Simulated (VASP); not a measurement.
# Pt (P6/mmm) in VASP: a series of runs

Pt is run at these levels: PBEsol; tasks: single point.

Everything below comes from runs of VASP 6.6.1. Logs are shortened: lines on timing, memory, paths and dates and some standing lists are left out, and cuts for length are marked.

### Step 1. The cell of the first run

The structure is hexagonal, space group P6/mmm (No. 191). Conventional cell: a = 2.647 Å, b = 2.647 Å, c = 2.637 Å, α = 90.00°, β = 90.00°, γ = 120.00°. Pt (site symmetry 6/mmm) has 8 Pt at 2.64 to 2.65 Å within 3.5 Å.

### Step 2. Single point, PBEsol

The input, INCAR:

```
SYSTEM = Pt
PREC     = Accurate       ! precision mode
ENCUT    = 520            ! plane-wave cutoff, eV
EDIFF    = 1E-7           ! SCF threshold, eV
ISMEAR   = -1             ! smearing method
SIGMA    = 0.1            ! smearing width, eV
LREAL    = .FALSE.        ! projectors in reciprocal space
LASPH    = .TRUE.         ! aspherical terms in the spheres
NELM     = 80             ! most SCF steps
ALGO     = Normal         ! electronic algorithm
ISIF     = 2              ! what is computed and relaxed
LWAVE    = .FALSE.        ! write WAVECAR
LCHARG   = .FALSE.        ! write CHGCAR
GGA      = PS             ! functional
NBANDS   = 11             ! bands
```

The input, KPOINTS:

```
Automatic mesh
0
G
  16 16 15
  0 0 0
```

The input, POSCAR:

```
Pt
1.0
    2.6470187956      0.0000000000      0.0000000000
   -1.3235093978      2.2923855213      0.0000000000
    0.0000000000      0.0000000000      2.6373249452
Pt
1
Direct
    0.0000000000      0.0000000000      0.0000000000
```

Potentials or basis: VASP PAW PBE potentials, release 64 (Pt).

On the command line:

```sh
$ cat potpaw_PBE.64/Pt/POTCAR > POTCAR
$ mpirun -np 1 vasp_std > vasp.out
```

OUTCAR:

```text
SYSTEM = Pt
   PREC = Accurate
   ENCUT = 520
   EDIFF = 1E-7
   ISMEAR = -1
   LREAL = .FALSE.
   LASPH = .TRUE.
   NELM = 80
   ISIF = 2
   GGA = PS

 ion  position               nearest neighbor table
   1  0.000  0.000  0.000-

  LATTYP: Found a hexagonal cell.
 ALAT       =     2.6470187956
 C/A-ratio  =     0.9963378234

  Lattice vectors:

 A1 = (   2.6470187956,   0.0000000000,   0.0000000000)
 A2 = (  -1.3235093978,   2.2923855213,   0.0000000000)
 A3 = (   0.0000000000,   0.0000000000,   2.6373249452)

Analysis of symmetry for initial positions (statically):
=====================================================================
 Subroutine PRICEL returns:
 Original cell was already a primitive cell.

 Routine SETGRP: Setting up the symmetry group for a
 hexagonal supercell.

 Subroutine GETGRP returns: Found 24 space group operations
 (whereof 24 operations were pure point group operations)
 out of a pool of 24 trial point group operations.

The static configuration has the point symmetry D_6h.

Analysis of symmetry for dynamics (positions and initial velocities):
=====================================================================
 Subroutine PRICEL returns:
 Original cell was already a primitive cell.

 Routine SETGRP: Setting up the symmetry group for a
 hexagonal supercell.

 Subroutine GETGRP returns: Found 24 space group operations
 (whereof 24 operations were pure point group operations)
 out of a pool of 24 trial point group operations.

The dynamic configuration has the point symmetry D_6h.

 Subroutine INISYM returns: Found 24 space group operations
 (whereof 24 operations are pure point group operations),
 and found     1 'primitive' translations

----------------------------------------------------------------------------------------

                                     Primitive cell

  volume of cell :      16.0033

  direct lattice vectors                    reciprocal lattice vectors
     2.647018796  0.000000000  0.000000000     0.377783490  0.218113400  0.000000000
    -1.323509398  2.292385521  0.000000000     0.000000000  0.436226800  0.000000000
     0.000000000  0.000000000  2.637324945     0.000000000  0.000000000  0.379172086

  length of vectors
     2.647018796  2.647018796  2.637324945     0.436226800  0.436226800  0.379172086

  position of ions in fractional coordinates (direct lattice)
     0.000000000  0.000000000  0.000000000

  ion indices of the primitive-cell ions
   primitive index   ion index
[... 73 lines left out ...]
   EDIFF  = 0.1E-06   stopping-criterion for ELM
   LREAL  =      F    real-space projection
   EDIFFG = 0.1E-05   stopping-criterion for IOM
   NSW    =      0    number of steps for IOM
   IBRION =     -1    ionic relax: 0-MD 1-quasi-New 2-CG
   NFREE  =      0    steps in history (QN), initial steepest desc. (CG)
   ISIF   =      2    stress and relaxation
   ISYM   =      2    0-nonsym 1-usesym 2-fastsym
   POTIM  = 0.5000    time-step for ionic-motion
   TEBEG  =    0.0;   TEEND  =   0.0 temperature during run
   PSTRESS=    0.0 pullay stress
   NELECT =      10.0000    total number of electrons
   NUPDOWN=      -1.0000    fix difference up-down
   EMIN   =  10.00;   EMAX   =-10.00  energy-range for DOS
   EFERMI =   0.00;   METHOD = LEGACY
   ISMEAR =    -1;   SIGMA  =   0.10  broadening in eV -4-tet -1-fermi 0-gaus
   EFERMI_NEDOS =   21; number of points for ismear=-14 and -15
   IALGO  =     38    algorithm
   IMIX   =      4    mixing-type and parameters
     AMIX     =   0.40;   BMIX     =  1.00
     AMIX_MAG =   1.60;   BMIX_MAG =  1.00
  volume/ion in A,a.u.               =      16.00       108.00
  Fermi-wavevector in a.u.,A,eV,Ry     =   1.399605  2.644869 26.652361  1.958893
  Thomas-Fermi vector in A             =   2.522648
   LORBIT       =      0    0 simple, 1 ext, 2 COOP (PROOUT), +10 PAW based schemes
   GGA     = PS    functional components
   LHFCALC =     F    Hartree Fock is set to
   AEXX    =    0.0000 exact exchange contribution
   IVDW    =     0    specifies the selected vdW correction
   LEPSILON=     F    determine dielectric tensor
   LRPA    =     F    only Hartree local field effects (RPA)
 non-spin polarized calculation
  energy-cutoff  :      520.00
  volume of cell :       16.00
 maximum number of plane-waves:       442
 NGX is ok and might be reduce to    20
   NGX =  9   NGY =  9   NGZ =  9

 number of electron      10.0000000 magnetization

 Free energy of the ion-electron system (eV)
  ---------------------------------------------------
  ext. energy  EPLUGINS =         0.00000000
  ---------------------------------------------------
  free energy    TOTEN  =        -6.81898442 eV

  energy without entropy =       -6.78859522  energy(sigma->0) =       -6.80378982

 E-fermi :   9.9270     XC(G=0): -13.1952

 val. band max:        9.9251678466   @ k =   0.0625   0.0000   0.1333
 cond. band min:       9.9438110564   @ k =   0.2500   0.1250   0.0000
 fundamental gap:      0.0186432098
 Fermi energy:         9.9269726497

 k-point     1 :       0.0000    0.0000    0.0000
  band No.  band energies     occupation
      1       0.3332      2.00000
      2       3.7467      2.00000
      3       6.3185      2.00000
      4       6.3185      2.00000
      5      10.2949      0.04924
      6      10.2949      0.04924
      7      23.8100      0.00000
      8      25.4226      0.00000
      9      31.7765      0.00000
     10      31.7765      0.00000
     11      32.2616      0.00000
[... 309 lines left out ...]
 k-point    24 :       0.2500    0.1875    0.0000
  band No.  band energies     occupation
      1       4.1248      2.00000
      2       4.7009      2.00000
      3       5.6791      2.00000
      4       8.0336      2.00000
      5       9.3644      1.99282
      6      11.2599      0.00000
      7      19.2277      0.00000
      8      22.0188      0.00000
      9      29.0235      0.00000
     10      31.5109      0.00000
     11      35.0664      0.00000

 [... further k-points ...]
[... 5 lines left out ...]
  --------------------------------------------------------------------------------------
  -------------------------------------------------------------------------------------
  Total        0.2177746      0.2177746      0.2050182     -0.0000000      0.0000000      0.0000000
  in kB       21.8026594     21.8026594     20.5255442     -0.0000000      0.0000000      0.0000000
  external PRESSURE =      21.3769543 kB  Pullay stress =       0.0000000 kB

 VOLUME and BASIS-vectors are now :
 -----------------------------------------------------------------------------
  energy-cutoff  :      520.00
  volume of cell :       16.00
      direct lattice vectors                 reciprocal lattice vectors
     2.647018796  0.000000000  0.000000000     0.377783490  0.218113400  0.000000000
    -1.323509398  2.292385521  0.000000000     0.000000000  0.436226800  0.000000000
     0.000000000  0.000000000  2.637324945     0.000000000  0.000000000  0.379172086

 POSITION                                       TOTAL-FORCE (eV/Angst)
 -----------------------------------------------------------------------------------
      0.00000      0.00000      0.00000         0.000000      0.000000      0.000000
 -----------------------------------------------------------------------------------
    total drift:                               -0.000000      0.000000      0.000000

  FREE ENERGIE OF THE ION-ELECTRON SYSTEM (eV)
  ---------------------------------------------------
  free  energy   TOTEN  =        -6.8189844182 eV

  energy  without entropy=       -6.7885952237  energy(sigma->0) =       -6.80378982
```

Run time: 45 s. Hardware: 1 thread of Intel Xeon 6975P-C, shared host; peak memory 0.16 GiB.

Results:

```
Free energy            : -6.8190 eV
Pressure               : 2.1 GPa
Band gap on the k mesh : zero (band 5 reaches 11.44 eV, above the bottom of band 6 at 8.50 eV)
```

Stress tensor (GPa, compression positive):
```
2.18 0.00 0.00
0.00 2.18 0.00
0.00 0.00 2.05
```

Caveat: the PAW data sets were made with another functional, which shifts forces and pressure a little; spin-orbit coupling is left out, which moves the levels of the heavy elements.

### Step 3. Single point, PBEsol

The input, INCAR:

```
  PREC = Accurate
  ENCUT = 520
  EDIFF = 1E-7
  ISMEAR = -1
  SIGMA = 0.1
  LREAL = False
  LASPH = True
  NELM = 100
  ALGO = Normal
  ISIF = 2
  LWAVE = False
  LCHARG = False
  GGA = PS
  NBANDS = 11
```

The input, KPOINTS:

```
regular mesh
0
Gamma
  16 16 15
```

The input, POSCAR:

```
Pt
1.0
    2.6467738710      0.0000000000      0.0000000000
   -1.3233869355      2.2921734104      0.0000000000
    0.0000000000      0.0000000000      2.6379062209
Pt
1
Direct
    0.0000000000      0.0000000000      0.0000000000
```

Potentials or basis: VASP PAW PBE potentials, release 64 (Pt).

On the command line:

```sh
$ cat potpaw_PBE.64/Pt/POTCAR > POTCAR
$ mpirun -np 1 vasp_std > vasp.out
```

Run time: 42 s. Hardware: 1 thread of Intel Xeon 6975P-C, shared host; peak memory 0.16 GiB.

The run converged. Its results:

```yaml
Free_energy: -6.8190 eV
Pressure: 2.1 GPa
Band_gap_on_the_k_mesh: zero (band 5 reaches 11.43 eV, above the bottom of band 6 at 8.50 eV)
```

Stress tensor (GPa, compression positive):
```
2.24 0.00 0.00
0.00 2.24 0.00
0.00 0.00 1.95
```

Levels at points of the mesh, in eV from the Fermi level:
```csv
k point,band 3,band 4,band 5,band 6,band 7,band 8
"(0.00, 0.00, 0.00)",-3.61,-3.61,0.37,0.37,13.87,15.50
"(0.50, 0.00, 0.00)",-2.44,-0.24,-0.05,0.90,6.11,13.88
```

Caveat: the PAW data sets were made with another functional, which shifts forces and pressure a little; spin-orbit coupling is left out, which moves the levels of the heavy elements.
